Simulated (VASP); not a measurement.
# CdTe (F-43m) in VASP: single point with PBE

Aim: the single point of CdTe with PBE.

Everything below comes from runs of VASP 6.6.1. Logs are shortened: lines on timing, memory, paths and dates and some standing lists are left out, and cuts for length are marked.

## 1. The cell of the first run

The structure is cubic, space group F-43m (No. 216). The conventional cell has a = 6.564 Å, b = 6.564 Å, c = 6.564 Å, α = 90.00°, β = 90.00°, γ = 90.00°. Cd (site symmetry -43m) has 4 Te at 2.84 Å within 3.7 Å. Within 3.7 Å of Te (site symmetry -43m) lie 4 Cd at 2.84 Å.

## 2. Single point, PBE

Contents of INCAR:

```
SYSTEM = CdTe
PREC = Accurate
ENCUT = 520
EDIFF = 1E-6
ISMEAR = 0
SIGMA = 0.1
LREAL = .FALSE.
LASPH = .TRUE.
NELM = 100
ALGO = Normal
ISIF = 2
LWAVE = .FALSE.
LCHARG = .TRUE.
GGA = PE
LELF = .TRUE.
LVHAR = .TRUE.
NBANDS = 16
```

Contents of KPOINTS:

```
regular mesh
0
G
  6 6 6
  0 0 0
```

Contents of POSCAR:

```
CdTe
1.0
    0.0000000000      3.2821135600      3.2821135600
    3.2821135600      0.0000000000      3.2821135600
    3.2821135600      3.2821135600      0.0000000000
Cd Te
1 1
Direct
    0.0000000000      0.0000000000      0.0000000000
    0.7500000000      0.7500000000      0.7500000000
```

Potentials or basis: VASP PAW PBE potentials, release 64 (Cd, Te).

Started as:

```bash
$ cat potpaw_PBE.64/Cd/POTCAR potpaw_PBE.64/Te/POTCAR > POTCAR
$ mpirun -np 1 vasp_std > vasp.out
```

OUTCAR:

```text
SYSTEM = CdTe
   PREC = Accurate
   ENCUT = 520
   EDIFF = 1E-6
   ISMEAR = 0
   LREAL = .FALSE.
   LASPH = .TRUE.
   NELM = 100
   ISIF = 2
   GGA = PE

 ion  position               nearest neighbor table
   1  0.000  0.000  0.000-   2 2.84   2 2.84   2 2.84   2 2.84
   2  0.750  0.750  0.750-   1 2.84   1 2.84   1 2.84   1 2.84

  LATTYP: Found a face centered cubic cell.
 ALAT       =     6.5642271200

  Lattice vectors:

 A1 = (   0.0000000000,   3.2821135600,   3.2821135600)
 A2 = (   3.2821135600,   0.0000000000,   3.2821135600)
 A3 = (   3.2821135600,   3.2821135600,   0.0000000000)

Analysis of symmetry for initial positions (statically):
=====================================================================
 Subroutine PRICEL returns:
 Original cell was already a primitive cell.

 Routine SETGRP: Setting up the symmetry group for a
 face centered cubic supercell.

 Subroutine GETGRP returns: Found 24 space group operations
 (whereof 24 operations were pure point group operations)
 out of a pool of 48 trial point group operations.

The static configuration has the point symmetry T_d .

Analysis of symmetry for dynamics (positions and initial velocities):
=====================================================================
 Subroutine PRICEL returns:
 Original cell was already a primitive cell.

 Routine SETGRP: Setting up the symmetry group for a
 face centered cubic supercell.

 Subroutine GETGRP returns: Found 24 space group operations
 (whereof 24 operations were pure point group operations)
 out of a pool of 48 trial point group operations.

The dynamic configuration has the point symmetry T_d .

 Subroutine INISYM returns: Found 24 space group operations
 (whereof 24 operations are pure point group operations),
 and found     1 'primitive' translations

----------------------------------------------------------------------------------------

                                     Primitive cell

  volume of cell :      70.7116

  direct lattice vectors                    reciprocal lattice vectors
     0.000000000  3.282113560  3.282113560    -0.152340859  0.152340859  0.152340859
     3.282113560  0.000000000  3.282113560     0.152340859 -0.152340859  0.152340859
     3.282113560  3.282113560  0.000000000     0.152340859  0.152340859 -0.152340859

  length of vectors
[... 71 lines left out ...]
   ENCUT  =  520.0 eV  38.22 Ry    6.18 a.u.   8.63  8.63  8.63*2*pi/ulx,y,z
   NELM   =    100;   NELMIN=  2; NELMDL= -5     # of ELM steps
   EDIFF  = 0.1E-05   stopping-criterion for ELM
   LREAL  =      F    real-space projection
   EDIFFG = 0.1E-04   stopping-criterion for IOM
   NSW    =      0    number of steps for IOM
   IBRION =     -1    ionic relax: 0-MD 1-quasi-New 2-CG
   NFREE  =      0    steps in history (QN), initial steepest desc. (CG)
   ISIF   =      2    stress and relaxation
   ISYM   =      2    0-nonsym 1-usesym 2-fastsym
   POTIM  = 0.5000    time-step for ionic-motion
   TEBEG  =    0.0;   TEEND  =   0.0 temperature during run
   PSTRESS=    0.0 pullay stress
   NELECT =      18.0000    total number of electrons
   NUPDOWN=      -1.0000    fix difference up-down
   EMIN   =  10.00;   EMAX   =-10.00  energy-range for DOS
   EFERMI =   0.00;   METHOD = LEGACY
   ISMEAR =     0;   SIGMA  =   0.10  broadening in eV -4-tet -1-fermi 0-gaus
   EFERMI_NEDOS =   21; number of points for ismear=-14 and -15
   IALGO  =     38    algorithm
   IMIX   =      4    mixing-type and parameters
     AMIX     =   0.40;   BMIX     =  1.00
     AMIX_MAG =   1.60;   BMIX_MAG =  1.00
  volume/ion in A,a.u.               =      35.36       238.59
  Fermi-wavevector in a.u.,A,eV,Ry     =   1.037533  1.960654 14.646338  1.076475
  Thomas-Fermi vector in A             =   2.171976
   LORBIT       =      0    0 simple, 1 ext, 2 COOP (PROOUT), +10 PAW based schemes
   GGA     = PE    functional components
   LHFCALC =     F    Hartree Fock is set to
   AEXX    =    0.0000 exact exchange contribution
   IVDW    =     0    specifies the selected vdW correction
   LEPSILON=     F    determine dielectric tensor
   LRPA    =     F    only Hartree local field effects (RPA)
 non-spin polarized calculation
 Gauss-broadening in eV      SIGMA  =   0.10
  energy-cutoff  :      520.00
  volume of cell :       70.71
 maximum number of plane-waves:      1932
 NGX is ok and might be reduce to    36
   NGX = 17   NGY = 17   NGZ = 17

 number of electron      18.0000006 magnetization

 Free energy of the ion-electron system (eV)
  ---------------------------------------------------
  ext. energy  EPLUGINS =         0.00000000
  ---------------------------------------------------
  free energy    TOTEN  =        -4.80075941 eV

  energy without entropy =       -4.80075939  energy(sigma->0) =       -4.80075940

 E-fermi :   2.3447     XC(G=0):  -8.4145

 val. band max:        2.0095343439   @ k =   0.0000   0.0000   0.0000
 cond. band min:       2.6636325212   @ k =   0.0000   0.0000   0.0000
 fundamental gap:      0.6540981773
 Fermi energy:         2.3446549917

 k-point     1 :       0.0000    0.0000    0.0000
  band No.  band energies     occupation
      1      -8.9514      2.00000
      2      -6.1556      2.00000
      3      -6.1556      2.00000
      4      -6.1556      2.00000
      5      -5.9227      2.00000
      6      -5.9227      2.00000
[... 281 lines left out ...]
      3      -6.0366      2.00000
      4      -5.9642      2.00000
      5      -5.9107      2.00000
      6      -5.4197      2.00000
[... 8 lines left out ...]
     15      12.9191      0.00000
     16      13.2462      0.00000

------------------------ aborting loop because EDIFF is reached ----------------------------------------

  FORCE on cell =-STRESS in cart. coord.  units (eV):
  Direction    XX          YY          ZZ          XY          YZ          ZX
  --------------------------------------------------------------------------------------
  -------------------------------------------------------------------------------------
  Total        0.4653294      0.4653294      0.4653294      0.0000000      0.0000000      0.0000000
  in kB       10.5433889     10.5433889     10.5433889      0.0000000      0.0000000      0.0000000
  external PRESSURE =      10.5433889 kB  Pullay stress =       0.0000000 kB

 VOLUME and BASIS-vectors are now :
 -----------------------------------------------------------------------------
  energy-cutoff  :      520.00
  volume of cell :       70.71
      direct lattice vectors                 reciprocal lattice vectors
     0.000000000  3.282113560  3.282113560    -0.152340859  0.152340859  0.152340859
     3.282113560  0.000000000  3.282113560     0.152340859 -0.152340859  0.152340859
     3.282113560  3.282113560  0.000000000     0.152340859  0.152340859 -0.152340859

 POSITION                                       TOTAL-FORCE (eV/Angst)
 -----------------------------------------------------------------------------------
      0.00000      0.00000      0.00000         0.000000      0.000000      0.000000
      4.92317      4.92317      4.92317        -0.000000     -0.000000     -0.000000
 -----------------------------------------------------------------------------------
    total drift:                                0.000000      0.000000      0.000000

  FREE ENERGIE OF THE ION-ELECTRON SYSTEM (eV)
  ---------------------------------------------------
  free  energy   TOTEN  =        -4.8007594123 eV

  energy  without entropy=       -4.8007593919  energy(sigma->0) =       -4.80075940
```

stdout:

```text
POSCAR found type information on POSCAR CdTe
 POSCAR found :  2 types and       2 ions
 scaLAPACK will be used
 LDA part: xc-table for (Slater+PW92), standard interpolation
 POSCAR, INCAR and KPOINTS ok, starting setup
 FFT: planning ... GRIDC
 FFT: planning ... GRID_SOFT
 FFT: planning ... GRID
 WAVECAR not read
 entering main loop
```

Run time: 18 s. Hardware: 1 thread of Intel Xeon Platinum 8488C (Sapphire Rapids), shared host; peak memory 0.2 GiB.

Results:

| Property | Result |
| --- | --- |
| Free energy | -4.8008 eV |
| Pressure | 1.1 GPa |
| Band gap on the k mesh | 0.65 eV, direct |

Caveat: spin-orbit coupling is left out, which moves the levels of the heavy elements. As with any semilocal functional, this PBE gap is likely too small.
